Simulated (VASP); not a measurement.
Runs of VASP 6.6.1 on C. The structure is that of space group P6_3/mmc (No. 194), or close to it. The cells are those of the table. 

```csv
level,potentials or basis,cell,gap on the mesh (eV),pressure (GPa),largest force (eV/Å)
r2SCAN+D3(BJ),"VASP PAW PBE potentials, release 64 (C)","a = 2.522, b = 2.522, c = 8.237 Å, angles 90.0, 90.0, 120.0°, 8 atoms",(a),(c),0.36
LDA,"VASP PAW LDA potentials, release 64 (C)","a = 2.488, b = 2.488, c = 8.126 Å, angles 90.0, 90.0, 120.0°, 8 atoms",4.48,(d),0.36
BLYP+D4,"VASP PAW PBE potentials, release 64 (C)","a = 2.488, b = 2.488, c = 8.126 Å, angles 90.0, 90.0, 120.0°, 8 atoms",4.87,20.7,0.36
LDA,"VASP PAW LDA potentials, release 64 (C)","a = 2.539, b = 2.539, c = 8.292 Å, angles 90.0, 90.0, 120.0°, 8 atoms",4.32,-19.2,(b)
PBE,"VASP PAW PBE potentials, release 64 (C)","a = 2.572, b = 2.572, c = 8.399 Å, angles 90.0, 90.0, 120.0°, 8 atoms",4.27,-20.4,0.29
```

Alike in all rows: task single point; no spin polarisation; k mesh 12 × 12 × 4; cutoff (eV) 520; smearing fermi-dirac 0.05 eV.

Problem. Fill in the values left out.

Solution. (a) 4.62; (b) 0.32; (c) -3.4; (d) 7.7.

Caveats: the PAW data sets were made with another functional, which shifts forces and pressure a little (some runs).

A k mesh can miss the band edges.
